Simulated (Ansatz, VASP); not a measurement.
# Ti: VASP beside Ansatz

File INCAR:

```
PREC = Accurate
ENCUT = 500
EDIFF = 1E-6
ISMEAR = 0
SIGMA = 0.05
LREAL = False
LASPH = True
NELM = 120
ALGO = Normal
ISIF = 2
LWAVE = False
LCHARG = False
GGA = PE
NBANDS = 12
GGA_COMPAT = False
```

Contents of KPOINTS:

```
Automatic mesh
0
Gamma
  8 8 8
```

File POSCAR:

```
Ti
1.0
   -1.6307266026      1.6307266026      1.6307266026
    1.6307266026     -1.6307266026      1.6307266026
    1.6307266026      1.6307266026     -1.6307266026
Ti
1
Direct
    0.0000000000      0.0000000000      0.0000000000
```

Input for Ansatz:

```yaml
crystal:
  lattice:
    - [-1.6307266026, 1.6307266026, 1.6307266026]
    - [1.6307266026, -1.6307266026, 1.6307266026]
    - [1.6307266026, 1.6307266026, -1.6307266026]
  atoms:
    - { symbol: Ti, position: [0.0, 0.0, 0.0] }
basis:
  ecutwfc: 420
  ecutrho_ratio: 4
kpoints:
  mp_grid: { grid: [8, 8, 8] }
hamiltonian:
  xc: pbe
scf:
  occupations: { method: gaussian, width: 0.05 }
output:
  forces: true
  stress: true
  eigenvalues: true
```

Alike in both runs: task single point; functional PBE; k mesh 8 × 8 × 8; occupations gaussian, width 0.05 eV; no spin polarisation.

```csv
,VASP,Ansatz
version,VASP 6.6.1,Ansatz 0.2.0
potentials or method,"VASP PAW PBE potentials, release 64 (Ti_sv), cutoff 500 eV","scalar-relativistic, plane waves, PAW"
valence electrons in the cell,12,12
```

```tsv
	VASP	Ansatz	Ansatz less VASP
pressure (GPa)	-1.1	-0.8	+0.29
```

The functional is the same, so the differences come from potentials, cutoffs and numerics.
